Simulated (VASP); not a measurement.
Set up this calculation in VASP 6.6.1, as the native input.

```
Task                   : single point
Functional             : r2SCAN
Potentials or basis    : VASP PAW PBE potentials, release 64 (Rb_sv, Cl)
Cutoff                 : 550 eV
k mesh                 : 6 × 6 × 6
Occupations            : gaussian, width 0.01 eV
Spin                   : no spin polarisation
Dipole correction      : no
Further INCAR settings : ALGO = Normal; EDIFF = 1e-06; NBANDS = 15
```

Crystal: RbCl.

```
CELL_PARAMETERS angstrom
0.00000 3.30573 3.30573
3.30573 0.00000 3.30573
3.30573 3.30573 0.00000
ATOMIC_POSITIONS crystal
Rb 0.00000 0.00000 0.00000
Cl 0.50000 0.50000 0.50000
```

One way to write it, as run:

POSCAR

```
RbCl
1.0
    0.0000000000      3.3057264390      3.3057264390
    3.3057264390      0.0000000000      3.3057264390
    3.3057264390      3.3057264390      0.0000000000
Rb Cl
1 1
Direct
    0.0000000000      0.0000000000      0.0000000000
    0.5000000000      0.5000000000      0.5000000000
```

INCAR.step1

```
SYSTEM = RbCl
  ALGO = Normal
  EDIFF = 1E-5
  ENCUT = 550
  GGA = PE
  GGA_COMPAT = .FALSE.
  ISMEAR = 0
  LASPH = .TRUE.
  LCHARG = .FALSE.
  LREAL = .FALSE.
  LWAVE = .TRUE.
  NBANDS = 15
  NELM = 120
  PREC = Accurate
  SIGMA = 0.01
```

INCAR.step2

```
SYSTEM = RbCl
  ALGO = Normal
  EDIFF = 1E-6
  ENCUT = 550
  GGA_COMPAT = .FALSE.
  ISIF = 2
  ISMEAR = 0
  ISTART = 1
  LASPH = .TRUE.
  LCHARG = .FALSE.
  LMIXTAU = .TRUE.
  LREAL = .FALSE.
  LWAVE = .FALSE.
  METAGGA = R2SCAN
  NBANDS = 15
  NELM = 120
  PREC = Accurate
  SIGMA = 0.01
```

KPOINTS

```
k-points
0
G
  6 6 6
  0 0 0
```

Potentials or basis: VASP PAW PBE potentials, release 64 (Rb_sv, Cl).

Run with:

```console
$ cat potpaw_PBE.64/Rb_sv/POTCAR potpaw_PBE.64/Cl/POTCAR > POTCAR
$ cp INCAR.step1 INCAR
$ mpirun -np 1 vasp_std > vasp.out
$ cp INCAR.step2 INCAR
$ mpirun -np 1 vasp_std > vasp.out
```

Results of the run:

The pressure is 0.0 GPa and the band gap on the k mesh is 5.56 eV, direct.

Caveat: the PAW data sets were made with another functional, which shifts forces and pressure a little.

Wall time 84 s on 1 thread of Intel(R) Xeon(R) Platinum 8259CL CPU @ 2.50GHz (Skylake/Cascade Lake) (shared host), peak memory 0.21 GiB.
